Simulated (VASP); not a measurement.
Set up this calculation in VASP 6.6.1, as the native input.

```
Task                   : single point
Functional             : PBEsol
Potentials or basis    : VASP PAW PBE potentials, release 64 (Mo_sv, S)
Cutoff                 : 520 eV
k mesh                 : 12 × 12 × 4
Occupations            : methfessel-paxton, width 0.2 eV
Spin                   : no spin polarisation
Dipole correction      : no
Further INCAR settings : ALGO = Normal; EDIFF = 1e-06; NBANDS = 35
```

The structure of MoS2 lies in POSCAR:

```
MoS2
1.0
    3.3591980888      0.0000000000      0.0000000000
   -1.6795990444      2.9091508813      0.0000000000
    0.0000000000      0.0000000000     12.0504513041
Mo S
2 4
Direct
    0.3333333333      0.6666666667      0.2500000000
    0.6666666667      0.3333333333      0.7500000000
    0.3333333333      0.6666666667      0.6259932117
    0.6666666667      0.3333333333      0.1259932117
    0.3333333333      0.6666666667      0.8740067883
    0.6666666667      0.3333333333      0.3740067883
```

The input as run:

INCAR

```
  PREC = Accurate
  ENCUT = 520
  EDIFF = 1E-6
  ISMEAR = 1
  SIGMA = 0.2
  LREAL = F
  LASPH = T
  NELM = 100
  ALGO = Normal
  ISIF = 2
  LWAVE = F
  LCHARG = F
  GGA = PS
  NBANDS = 35
```

KPOINTS

```
regular mesh
0
Gamma
  12 12 4
```

Potentials or basis: VASP PAW PBE potentials, release 64 (Mo_sv, S).

Run with:

```bash
$ cat potpaw_PBE.64/Mo_sv/POTCAR potpaw_PBE.64/S/POTCAR > POTCAR
$ mpirun -np 1 vasp_std > vasp.out
```

It gave:

The pressure is -10.4 GPa, the largest force is 0.076 eV/Å and the band gap on the k mesh is zero (bands 26 and 27 overlap by 0.03 eV).

Caveat: the stress differs along the axes, from -15 to -0 GPa; the PAW data sets were made with another functional, which shifts forces and pressure a little; this functional lacks dispersion, which binds layers or chains, so the pressure and a relaxed spacing across them are unreliable.

It took 3.2 min on 1 thread of AMD EPYC 7R13 Processor (Zen 3), on a shared host, peak memory 0.32 GiB.
